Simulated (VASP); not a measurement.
# AlRu (P4/mmm) in VASP: notebook

AlRu is run at these levels: PBEsol; tasks: single point.

All numbers are computed with VASP 6.6.1; they aren't measurements. Logs are shortened: lines on timing, memory, paths and dates and some standing lists are left out, and cuts for length are marked.

## Step 1: The cell of the first run

Symmetry: P4/mmm, No. 123, tetragonal system. Conventional cell: a = 3.076 Å, b = 3.076 Å, c = 2.830 Å, α = 90.00°, β = 90.00°, γ = 90.00°. Within 3.4 Å of Al (site symmetry 4/mmm) lie 8 Ru at 2.59 Å and 6 Al at 2.83 to 3.08 Å. Ru (site symmetry 4/mmm) has 8 Al at 2.59 Å and 6 Ru at 2.83 to 3.08 Å within 3.4 Å.

## Step 2: Single point, PBEsol

Input file INCAR:

```
SYSTEM = AlRu
PREC = Accurate
ENCUT = 520
EDIFF = 1E-6
ISMEAR = 0
SIGMA = 0.15
LREAL = .FALSE.
LASPH = .TRUE.
NELM = 100
ALGO = Fast
ISIF = 2
LWAVE = .FALSE.
LCHARG = .FALSE.
GGA = PS
NBANDS = 16
```

Input file KPOINTS:

```
Automatic mesh
0
G
  18 18 18
  0 0 0
```

Input file POSCAR:

```
AlRu
1.0
    3.0759144248      0.0000000000      0.0000000000
    0.0000000000      3.0759144248      0.0000000000
    0.0000000000      0.0000000000      2.8298412708
Al Ru
1 1
Direct
    0.0000000000      0.0000000000      0.0000000000
    0.5000000000      0.5000000000      0.5000000000
```

Potentials or basis: VASP PAW PBE potentials, release 64 (Al, Ru_pv).

On the command line:

```
$ cat potpaw_PBE.64/Al/POTCAR potpaw_PBE.64/Ru_pv/POTCAR > POTCAR
$ mpirun -np 1 vasp_std > vasp.out
```

OUTCAR:

```text
SYSTEM = AlRu
   PREC = Accurate
   ENCUT = 520
   EDIFF = 1E-6
   ISMEAR = 0
   LREAL = .FALSE.
   LASPH = .TRUE.
   NELM = 100
   ISIF = 2
   GGA = PS

 ion  position               nearest neighbor table
   1  0.000  0.000  0.000-   2 2.59   2 2.59   2 2.59   2 2.59   2 2.59   2 2.59   2 2.59   2 2.59

   2  0.500  0.500  0.500-   1 2.59   1 2.59   1 2.59   1 2.59   1 2.59   1 2.59   1 2.59   1 2.59

  LATTYP: Found a simple tetragonal cell.
 ALAT       =     3.0759144248
 C/A-ratio  =     0.9200000000

  Lattice vectors:

 A1 = (   3.0759144248,   0.0000000000,   0.0000000000)
 A2 = (   0.0000000000,   3.0759144248,   0.0000000000)
 A3 = (   0.0000000000,   0.0000000000,   2.8298412708)

Analysis of symmetry for initial positions (statically):
=====================================================================
 Subroutine PRICEL returns:
 Original cell was already a primitive cell.

 Routine SETGRP: Setting up the symmetry group for a
 simple tetragonal supercell.

 Subroutine GETGRP returns: Found 16 space group operations
 (whereof 16 operations were pure point group operations)
 out of a pool of 16 trial point group operations.

The static configuration has the point symmetry D_4h.

Analysis of symmetry for dynamics (positions and initial velocities):
=====================================================================
 Subroutine PRICEL returns:
 Original cell was already a primitive cell.

 Routine SETGRP: Setting up the symmetry group for a
 simple tetragonal supercell.

 Subroutine GETGRP returns: Found 16 space group operations
 (whereof 16 operations were pure point group operations)
 out of a pool of 16 trial point group operations.

The dynamic configuration has the point symmetry D_4h.

 Subroutine INISYM returns: Found 16 space group operations
 (whereof 16 operations are pure point group operations),
 and found     1 'primitive' translations

----------------------------------------------------------------------------------------

                                     Primitive cell

  volume of cell :      26.7738

  direct lattice vectors                    reciprocal lattice vectors
     3.075914425  0.000000000  0.000000000     0.325106574  0.000000000  0.000000000
     0.000000000  3.075914425  0.000000000     0.000000000  0.325106574  0.000000000
     0.000000000  0.000000000  2.829841271     0.000000000  0.000000000  0.353376711

  length of vectors
     3.075914425  3.075914425  2.829841271     0.325106574  0.325106574  0.353376711

  position of ions in fractional coordinates (direct lattice)
     0.000000000  0.000000000  0.000000000
     0.500000000  0.500000000  0.500000000

  ion indices of the primitive-cell ions
   primitive index   ion index
                 1           1
                 2           2

----------------------------------------------------------------------------------------

 KPOINTS: Automatic mesh

Automatic generation of k-mesh.
 Grid dimensions read from file:
 generate k-points for:   18   18   18

 Generating k-lattice:

  Cartesian coordinates                     Fractional coordinates (reciprocal lattice)
     0.018061476  0.000000000  0.000000000     0.055555556  0.000000000  0.000000000
     0.000000000  0.018061476  0.000000000     0.000000000  0.055555556  0.000000000
     0.000000000  0.000000000  0.019632039     0.000000000  0.000000000  0.055555556

  Length of vectors
     0.018061476  0.018061476  0.019632039

  Shift w.r.t. Gamma in fractional coordinates (k-lattice)
     0.000000000  0.000000000  0.000000000

 Subroutine IBZKPT returns following result:
 ===========================================

 Found    550 irreducible k-points:

 Following reciprocal coordinates:
            Coordinates               Weight
  0.000000  0.000000  0.000000      1.000000
  0.055556  0.000000  0.000000      4.000000
  0.111111  0.000000  0.000000      4.000000
  0.166667  0.000000  0.000000      4.000000
  0.222222  0.000000  0.000000      4.000000
  0.277778  0.000000  0.000000      4.000000
[... 16 lines left out ...]
  0.277778  0.111111  0.000000      8.000000
  0.333333  0.111111  0.000000      8.000000
 [... further k-points ...]
   k-points           NKPTS =    550   k-points in BZ     NKDIM =    550   number of bands    NBANDS=     16
   number of dos      NEDOS =    301   number of ions     NIONS =      2
   total plane-waves  NPLWV =  13824
   dimension x,y,z NGX =    24 NGY =   24 NGZ =   24
   dimension x,y,z NGXF=    48 NGYF=   48 NGZF=   48
   ions per type =               1   1
   NGX,Y,Z   is equivalent  to a cutoff of  12.97, 12.97, 14.10 a.u.
   NGXF,Y,Z  is equivalent  to a cutoff of  25.94, 25.94, 28.20 a.u.
 SYSTEM =  AlRu
   PREC   = accura    normal or accurate (medium, high low for compatibility)
   ISTART =      0    job   : 0-new  1-cont  2-samecut
   ICHARG =      2    charge: 1-file 2-atom 10-const
   ISPIN  =      1    spin polarized calculation?
   LNONCOLLINEAR =      F non collinear calculations
   LSORBIT =      F    spin-orbit coupling
   LASPH  =      T    aspherical Exc in radial PAW
   ENCUT  =  520.0 eV  38.22 Ry    6.18 a.u.   5.72  5.72  5.26*2*pi/ulx,y,z
   NELM   =    100;   NELMIN=  2; NELMDL= -5     # of ELM steps
   EDIFF  = 0.1E-05   stopping-criterion for ELM
   LREAL  =      F    real-space projection
[... 7 lines left out ...]
   TEBEG  =    0.0;   TEEND  =   0.0 temperature during run
   PSTRESS=    0.0 pullay stress
   NELECT =      17.0000    total number of electrons
   NUPDOWN=      -1.0000    fix difference up-down
   EMIN   =  10.00;   EMAX   =-10.00  energy-range for DOS
   EFERMI =   0.00;   METHOD = LEGACY
   ISMEAR =     0;   SIGMA  =   0.15  broadening in eV -4-tet -1-fermi 0-gaus
   EFERMI_NEDOS =   21; number of points for ismear=-14 and -15
   IALGO  =     68    algorithm
   IMIX   =      4    mixing-type and parameters
     AMIX     =   0.40;   BMIX     =  1.00
     AMIX_MAG =   1.60;   BMIX_MAG =  1.00
  volume/ion in A,a.u.               =      13.39        90.34
  Fermi-wavevector in a.u.,A,eV,Ry     =   1.407087  2.659009 26.938090  1.979894
  Thomas-Fermi vector in A             =   2.529382
   LORBIT       =      0    0 simple, 1 ext, 2 COOP (PROOUT), +10 PAW based schemes
   GGA     = PS    functional components
   LHFCALC =     F    Hartree Fock is set to
   AEXX    =    0.0000 exact exchange contribution
   IVDW    =     0    specifies the selected vdW correction
   LEPSILON=     F    determine dielectric tensor
   LRPA    =     F    only Hartree local field effects (RPA)
 non-spin polarized calculation
 RMM-DIIS sequential band-by-band and
 Gauss-broadening in eV      SIGMA  =   0.15
  energy-cutoff  :      520.00
  volume of cell :       26.77
 maximum number of plane-waves:       738
 NGX is ok and might be reduce to    24

 number of electron      17.0000005 magnetization

 Free energy of the ion-electron system (eV)
  ---------------------------------------------------
  ext. energy  EPLUGINS =         0.00000000
  ---------------------------------------------------
  free energy    TOTEN  =       -15.45421052 eV

  energy without entropy =      -15.43747109  energy(sigma->0) =      -15.44584080

 E-fermi :  10.6616     XC(G=0): -12.6859

 val. band max:       10.6603004360   @ k =   0.3889   0.1111   0.1111
 cond. band min:      10.6631337607   @ k =   0.4444   0.1667   0.3889
 fundamental gap:      0.0028333247
 Fermi energy:        10.6615808055

 k-point     1 :       0.0000    0.0000    0.0000
  band No.  band energies     occupation
      1     -31.1433      2.00000
      2     -31.1433      2.00000
      3     -31.0204      2.00000
      4       0.9057      2.00000
      5       6.9809      2.00000
      6       6.9897      2.00000
[... 8 lines left out ...]
     15      22.5988      0.00000
     16      25.9405      0.00000

 k-point     2 :       0.0556    0.0000    0.0000
  band No.  band energies     occupation
      1     -31.1482      2.00000
      2     -31.1429      2.00000
      3     -31.0201      2.00000
      4       0.9623      2.00000
      5       6.9956      2.00000
      6       7.0058      2.00000
[... 8 lines left out ...]
     15      22.5988      0.00000
     16      26.0462      0.00000

 k-point     3 :       0.1111    0.0000    0.0000
  band No.  band energies     occupation
      1     -31.1624      2.00000
      2     -31.1417      2.00000
      3     -31.0190      2.00000
      4       1.1307      2.00000
      5       7.0228      2.00000
      6       7.0600      2.00000
[... 8 lines left out ...]
     15      22.5989      0.00000
     16      26.4039      0.00000

 k-point     4 :       0.1667    0.0000    0.0000
  band No.  band energies     occupation
      1     -31.1839      2.00000
      2     -31.1399      2.00000
      3     -31.0174      2.00000
      4       1.4065      2.00000
      5       7.0368      2.00000
      6       7.1448      2.00000
[... 8 lines left out ...]
     15      22.9517      0.00000
     16      27.0918      0.00000

 k-point     5 :       0.2222    0.0000    0.0000
  band No.  band energies     occupation
      1     -31.2103      2.00000
      2     -31.1377      2.00000
      3     -31.0155      2.00000
      4       1.7826      2.00000
      5       6.9915      2.00000
      6       7.2502      2.00000
[... 8 lines left out ...]
     15      23.3999      0.00000
     16      26.7816      0.00000

 k-point     6 :       0.2778    0.0000    0.0000
  band No.  band energies     occupation
      1     -31.2382      2.00000
      2     -31.1354      2.00000
      3     -31.0134      2.00000
      4       2.2497      2.00000
      5       6.8277      2.00000
      6       7.3655      2.00000
[... 8 lines left out ...]
     15      23.6790      0.00000
     16      25.7923      0.00000
[... 267 lines left out ...]
 k-point    21 :       0.1667    0.1111    0.0000
  band No.  band energies     occupation
      1     -31.1822      2.00000
      2     -31.1587      2.00000
      3     -31.0160      2.00000
      4       1.6208      2.00000
      5       7.1119      2.00000
      6       7.2059      2.00000
[... 8 lines left out ...]
     15      23.0334      0.00000
     16      26.9913      0.00000

 k-point    22 :       0.2222    0.1111    0.0000
  band No.  band energies     occupation
      1     -31.2084      2.00000
      2     -31.1564      2.00000
      3     -31.0140      2.00000
      4       1.9878      2.00000
      5       7.0706      2.00000
      6       7.3161      2.00000
[... 8 lines left out ...]
     15      23.6177      0.00000
     16      26.0752      0.00000

 k-point    23 :       0.2778    0.1111    0.0000
  band No.  band energies     occupation
      1     -31.2362      2.00000
      2     -31.1539      2.00000
      3     -31.0119      2.00000
      4       2.4420      2.00000
      5       6.8988      2.00000
      6       7.4358      2.00000
[... 8 lines left out ...]
     15      24.1002      0.00000
     16      25.0921      0.00000

 k-point    24 :       0.3333    0.1111    0.0000
  band No.  band energies     occupation
      1     -31.2622      2.00000
      2     -31.1515      2.00000
      3     -31.0100      2.00000
      4       2.9710      2.00000
      5       6.5585      2.00000
      6       7.5536      2.00000
[... 8 lines left out ...]
     15      24.1259      0.00000
     16      24.4557      0.00000

 [... further k-points ...]
[... 5 lines left out ...]
  --------------------------------------------------------------------------------------
  -------------------------------------------------------------------------------------
  Total       -1.2811805     -1.2811805      1.4113575      0.0000000      0.0000000     -0.0000000
  in kB      -76.6673290    -76.6673290     84.4572731      0.0000000      0.0000000     -0.0000000
  external PRESSURE =     -22.9591283 kB  Pullay stress =       0.0000000 kB

 VOLUME and BASIS-vectors are now :
 -----------------------------------------------------------------------------
  energy-cutoff  :      520.00
  volume of cell :       26.77
      direct lattice vectors                 reciprocal lattice vectors
     3.075914425  0.000000000  0.000000000     0.325106574  0.000000000  0.000000000
     0.000000000  3.075914425  0.000000000     0.000000000  0.325106574  0.000000000
     0.000000000  0.000000000  2.829841271     0.000000000  0.000000000  0.353376711

 POSITION                                       TOTAL-FORCE (eV/Angst)
 -----------------------------------------------------------------------------------
      0.00000      0.00000      0.00000         0.000000      0.000000      0.000000
      1.53796      1.53796      1.41492         0.000000      0.000000      0.000000
 -----------------------------------------------------------------------------------
    total drift:                                0.000000     -0.000000     -0.000000

  FREE ENERGIE OF THE ION-ELECTRON SYSTEM (eV)
  ---------------------------------------------------
  free  energy   TOTEN  =       -15.4542105205 eV

  energy  without entropy=      -15.4374710852  energy(sigma->0) =      -15.44584080
```

It took 57 s on 1 thread of Intel Xeon 6975P-C (Granite Rapids), shared host; peak memory 0.32 GiB.

What came out:

- Free energy: -15.4542 eV
- Pressure: -2.3 GPa

Caveat: the PAW data sets were made with another functional, which shifts forces and pressure a little.

## Step 3: Single point, PBEsol

This run uses another cell than the first one, of the same volume but with other edges.

Input file INCAR:

```
PREC = Accurate
ENCUT = 520
EDIFF = 1E-6
ISMEAR = 0
SIGMA = 0.15
LREAL = False
LASPH = True
NELM = 80
ALGO = Fast
ISIF = 2
LWAVE = False
LCHARG = False
GGA = PS
NBANDS = 16
```

Input file KPOINTS:

```
regular mesh
0
Gamma
  18 18 18
```

Input file POSCAR:

```
AlRu
1.0
    3.0325859150      0.0000000000      0.0000000000
    0.0000000000      3.0325859150      0.0000000000
    0.0000000000      0.0000000000      2.9112824784
Al Ru
1 1
Direct
    0.0000000000      0.0000000000      0.0000000000
    0.5000000000      0.5000000000      0.5000000000
```

Potentials or basis: VASP PAW PBE potentials, release 64 (Al, Ru_pv).

On the command line:

```
$ cat potpaw_PBE.64/Al/POTCAR potpaw_PBE.64/Ru_pv/POTCAR > POTCAR
$ mpirun -np 1 vasp_std > vasp.out
```

Run time: 83 s. Hardware: 1 thread of Intel Xeon Platinum 8375C at 2.90GHz (Ice Lake), shared host; peak memory 0.33 GiB.

The run converged. Its results:

| Quantity | Value |
| --- | --- |
| Free energy | -15.5093 eV |
| Pressure | -3.0 GPa |

Stress tensor (GPa, compression positive):
```
-5.51  0.00  0.00
 0.00 -5.51  0.00
 0.00  0.00  1.91
```

Levels at points of the mesh, in eV from the Fermi level:
```
           k point  band 7  band 8  band 9  band 10  band 11  band 12
(0.00, 0.00, 0.00)    0.00    0.27    0.27     5.64     5.64     6.91
(0.50, 0.00, 0.00)   -1.77   -1.28    0.50     2.03     7.43    10.62
(0.50, 0.50, 0.00)   -1.54   -0.92   -0.92     1.34     4.88     6.08
(0.00, 0.00, 0.50)   -1.79   -1.79    0.32     2.74     7.41    10.64
(0.50, 0.00, 0.50)   -1.37   -1.23   -1.15     1.58     5.49     6.33
(0.50, 0.50, 0.50)    1.46    1.76    2.60     4.00     4.00     4.27
```

Caveat: the PAW data sets were made with another functional, which shifts forces and pressure a little.

[end of part 1 of 2]
